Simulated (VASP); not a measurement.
# Si (Fd-3m) in VASP: single point with PBEsol+D3(BJ)

Aim: the single point of Si with PBEsol+D3(BJ).

Program: VASP 6.6.1. These are calculated values, not measurements. Logs are shortened: lines on timing, memory, paths and dates and some standing lists are left out, and cuts for length are marked.

### Step 1. The cell of the first run

Symmetry: Fd-3m, No. 227, cubic system. The conventional cell has a = 5.434 Å, b = 5.434 Å, c = 5.434 Å, α = 90.00°, β = 90.00°, γ = 90.00°. Within 3.1 Å of Si (site symmetry -43m) lie 4 Si at 2.35 Å.

### Step 2. Single point, PBEsol+D3(BJ)

INCAR reads:

```
PREC = Accurate
ENCUT = 500
EDIFF = 1E-6
ISMEAR = 0
SIGMA = 0.02
LREAL = False
LASPH = True
NELM = 120
ALGO = Normal
ISIF = 2
LWAVE = False
LCHARG = False
GGA = PS
IVDW = 12
NBANDS = 11
GGA_COMPAT = False
```

KPOINTS reads:

```
regular mesh
0
Gamma
  8 8 8
```

POSCAR reads:

```
Si
1.0
    0.0000000000      2.7169171376      2.7169171376
    2.7169171376      0.0000000000      2.7169171376
    2.7169171376      2.7169171376      0.0000000000
Si
2
Direct
    0.7500000000      0.7500000000      0.7500000000
    0.5000000000      0.5000000000      0.5000000000
```

Potentials or basis: VASP PAW PBE potentials, release 64 (Si).

Run with:

```console
cat potpaw_PBE.64/Si/POTCAR > POTCAR
mpirun -np 1 vasp_std > vasp.out
```

OUTCAR:

```text
PREC = Accurate
   ENCUT = 500
   EDIFF = 1E-6
   ISMEAR = 0
   LREAL = False
   LASPH = True
   NELM = 120
   ISIF = 2
   GGA = PS
   IVDW = 12
 IVDW          = 12

 ion  position               nearest neighbor table
   1  0.750  0.750  0.750-   2 2.35   2 2.35   2 2.35   2 2.35
   2  0.500  0.500  0.500-   1 2.35   1 2.35   1 2.35   1 2.35

  LATTYP: Found a face centered cubic cell.
 ALAT       =     5.4338342752

  Lattice vectors:

 A1 = (   0.0000000000,   2.7169171376,   2.7169171376)
 A2 = (   2.7169171376,   0.0000000000,   2.7169171376)
 A3 = (   2.7169171376,   2.7169171376,   0.0000000000)

Analysis of symmetry for initial positions (statically):
=====================================================================
 Subroutine PRICEL returns:
 Original cell was already a primitive cell.

 Routine SETGRP: Setting up the symmetry group for a
 face centered cubic supercell.

 Subroutine GETGRP returns: Found 48 space group operations
 (whereof 24 operations were pure point group operations)
 out of a pool of 48 trial point group operations.

The static configuration has the point symmetry T_d .
 The point group associated with its full space group is O_h .

Analysis of symmetry for dynamics (positions and initial velocities):
=====================================================================
 Subroutine PRICEL returns:
 Original cell was already a primitive cell.

 Routine SETGRP: Setting up the symmetry group for a
 face centered cubic supercell.

 Subroutine GETGRP returns: Found 48 space group operations
 (whereof 24 operations were pure point group operations)
 out of a pool of 48 trial point group operations.

The dynamic configuration has the point symmetry T_d .
 The point group associated with its full space group is O_h .

 Subroutine INISYM returns: Found 48 space group operations
 (whereof 24 operations are pure point group operations),
 and found     1 'primitive' translations

----------------------------------------------------------------------------------------

                                     Primitive cell

  volume of cell :      40.1106

  direct lattice vectors                    reciprocal lattice vectors
     0.000000000  2.716917138  2.716917138    -0.184032112  0.184032112  0.184032112
     2.716917138  0.000000000  2.716917138     0.184032112 -0.184032112  0.184032112
     2.716917138  2.716917138  0.000000000     0.184032112  0.184032112 -0.184032112

  length of vectors
     3.842301064  3.842301064  3.842301064     0.318752969  0.318752969  0.318752969

  position of ions in fractional coordinates (direct lattice)
     0.750000000  0.750000000  0.750000000
[... 90 lines left out ...]
   NUPDOWN=      -1.0000    fix difference up-down
   EMIN   =  10.00;   EMAX   =-10.00  energy-range for DOS
   EFERMI =   0.00;   METHOD = LEGACY
   ISMEAR =     0;   SIGMA  =   0.02  broadening in eV -4-tet -1-fermi 0-gaus
   EFERMI_NEDOS =   21; number of points for ismear=-14 and -15
   IALGO  =     38    algorithm
   IMIX   =      4    mixing-type and parameters
     AMIX     =   0.40;   BMIX     =  1.00
     AMIX_MAG =   1.60;   BMIX_MAG =  1.00
  volume/ion in A,a.u.               =      20.06       135.34
  Fermi-wavevector in a.u.,A,eV,Ry     =   0.956500  1.807523 12.447872  0.914893
  Thomas-Fermi vector in A             =   2.085434
   LORBIT       =      0    0 simple, 1 ext, 2 COOP (PROOUT), +10 PAW based schemes
   GGA     = PS    functional components
   LHFCALC =     F    Hartree Fock is set to
   AEXX    =    0.0000 exact exchange contribution
   IVDW    =    12    specifies the selected vdW correction
   LEPSILON=     F    determine dielectric tensor
   LRPA    =     F    only Hartree local field effects (RPA)
 non-spin polarized calculation
 Gauss-broadening in eV      SIGMA  =   0.02
  energy-cutoff  :      500.00
  volume of cell :       40.11
 maximum number of plane-waves:      1036
   NGX = 13   NGY = 13   NGZ = 13

 number of electron       8.0000001 magnetization

 Free energy of the ion-electron system (eV)
  ---------------------------------------------------
  ext. energy  EPLUGINS =         0.00000000
  ---------------------------------------------------
  free energy    TOTEN  =       -11.48916387 eV

  energy without entropy =      -11.48916387  energy(sigma->0) =      -11.48916387

 E-fermi :   5.9263     XC(G=0):  -9.5463

 val. band max:        5.7740863110   @ k =   0.0000   0.0000   0.0000
 cond. band min:       6.2794725241   @ k =   0.3750   0.3750   0.0000
 fundamental gap:      0.5053862132
 Fermi energy:         5.9262702180

 k-point     1 :       0.0000    0.0000    0.0000
  band No.  band energies     occupation
      1      -6.2048      2.00000
      2       5.7741      2.00000
      3       5.7741      2.00000
      4       5.7741      2.00000
      5       8.2900      0.00000
      6       8.2900      0.00000
      7       8.2900      0.00000
      8       9.0785      0.00000
      9      13.4608      0.00000
     10      13.4608      0.00000
     11      13.4767      0.00000
[... 309 lines left out ...]
 k-point    24 :      -0.3750    0.2500    0.1250
  band No.  band energies     occupation
      1      -3.3201      2.00000
      2      -1.0366      2.00000
      3       2.2892      2.00000
      4       3.5931      2.00000
      5       8.7708      0.00000
      6       8.8113      0.00000
      7      11.6293      0.00000
      8      12.8063      0.00000
      9      13.0926      0.00000
     10      16.2532      0.00000
     11      17.3861      0.00000

 [... further k-points ...]

------------------------ aborting loop because EDIFF is reached ----------------------------------------

 Edisp (eV)   -0.54177

 E8    (eV) :    -0.3431

  FORCE on cell =-STRESS in cart. coord.  units (eV):
  Direction    XX          YY          ZZ          XY          YZ          ZX
  --------------------------------------------------------------------------------------
  -------------------------------------------------------------------------------------
  Total      -0.45598    -0.45598    -0.45598    -0.00000     0.00000    -0.00000
  in kB     -18.21367   -18.21367   -18.21367    -0.00000     0.00000    -0.00000
  external pressure =      -18.21 kB  Pullay stress =        0.00 kB

 VOLUME and BASIS-vectors are now :
 -----------------------------------------------------------------------------
  energy-cutoff  :      500.00
  volume of cell :       40.11
      direct lattice vectors                 reciprocal lattice vectors
     0.000000000  2.716917138  2.716917138    -0.184032112  0.184032112  0.184032112
     2.716917138  0.000000000  2.716917138     0.184032112 -0.184032112  0.184032112
     2.716917138  2.716917138  0.000000000     0.184032112  0.184032112 -0.184032112

 POSITION                                       TOTAL-FORCE (eV/Angst)
 -----------------------------------------------------------------------------------
      4.07538      4.07538      4.07538         0.000000      0.000000      0.000000
      2.71692      2.71692      2.71692        -0.000000     -0.000000     -0.000000
 -----------------------------------------------------------------------------------
    total drift:                                0.000000      0.000000     -0.000000

  FREE ENERGIE OF THE ION-ELECTRON SYSTEM (eV)
  ---------------------------------------------------
  free  energy   TOTEN  =       -12.0309299076 eV

  energy  without entropy=      -12.0309299076  energy(sigma->0) =      -12.03092991
```

stdout:

```text
POSCAR found type information on POSCAR Si
 POSCAR found :  1 types and       2 ions
 scaLAPACK will be used
 -----------------------------------------------------------------------------
|                                                                             |
|                                                                             |
|     You enforced a specific xc type in the INCAR file but a different       |
|     I HOPE YOU KNOW WHAT YOU ARE DOING!                                     |
|                                                                             |
 -----------------------------------------------------------------------------

 LDA part: xc-table for (Slater+PW92), standard interpolation
 POSCAR, INCAR and KPOINTS ok, starting setup
 FFT: planning ... GRIDC
 FFT: planning ... GRID_SOFT
 FFT: planning ... GRID
 WAVECAR not read
 entering main loop
```

It took 12 s on 1 thread of Intel Xeon 8259CL, shared host; peak memory 0.16 GiB.

What came out:

```yaml
Free_energy: -12.0309 eV
Pressure: -1.8 GPa
Band_gap_on_the_k_mesh: 0.51 eV, indirect (least direct gap 2.52 eV)
Dispersion_energy_per_atom: -0.271 eV
```

Levels at points of the mesh, in eV from the valence-band top:
```
           k point  band 2  band 3  band 4  band 5  band 6  band 7
(0.00, 0.00, 0.00)    0.00    0.00    0.00    2.52    2.52    2.52
(0.50, 0.00, 0.00)   -7.01   -1.20   -1.20    1.46    3.27    3.27
(0.50, 0.50, 0.00)   -7.82   -2.87   -2.87    0.59    0.59   10.05
```

Caveat: three body term missing; the PAW data sets were made with another functional, which shifts forces and pressure a little.
